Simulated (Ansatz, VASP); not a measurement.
## One calculation of Ga3As3N2, two programs

```xyz
8
Lattice="4.0137 0.0000 0.0000 0.0000 5.6762 0.0000 0.0000 0.0000 22.8853" Properties=species:S:1:pos:R:3 pbc="T T T"
Ga    2.0069    2.8381    4.0000
Ga    0.0000    0.3711    6.2539
Ga    2.0069    2.7783    7.5339
As    0.0000    1.4191    4.0000
As    2.0069    4.5990    5.8454
As    0.0000    1.6391    8.3853
N     0.0000    1.6391   11.7853
N     0.0000    1.6391   12.8853
```

Alike in both runs: task single point; functional PBE; dispersion D3(BJ); k mesh 7 × 5 × 1; occupations gaussian, width 0.05 eV; no spin polarisation.

|  | VASP | Ansatz |
| --- | --- | --- |
| version | VASP 6.6.1 | Ansatz 0.2.0 |
| potentials or method | VASP PAW PBE potentials, release 64 (Ga_d, As, N), cutoff 520 eV | scalar-relativistic, plane waves, PAW |
| valence electrons in the cell | 64 | 94 |

```tsv
	VASP	Ansatz	Ansatz less VASP
gap on the k mesh at the Fermi level (eV)	0.40	0.40	+0.008
least direct gap on the mesh (eV)	0.75	0.75	+0.003
rms of the force components (eV/Å)	0.680	0.330	-0.3503
```

One of these differences is far larger than is usual between the two programs; its cause wasn't traced. VASP's potentials hold 64 valence electrons a cell and Ansatz's 94, so a difference there can come from the potentials and not from the codes.

Noted on VASP's run: the standard files for N, O and F lose accuracy on very short bonds.
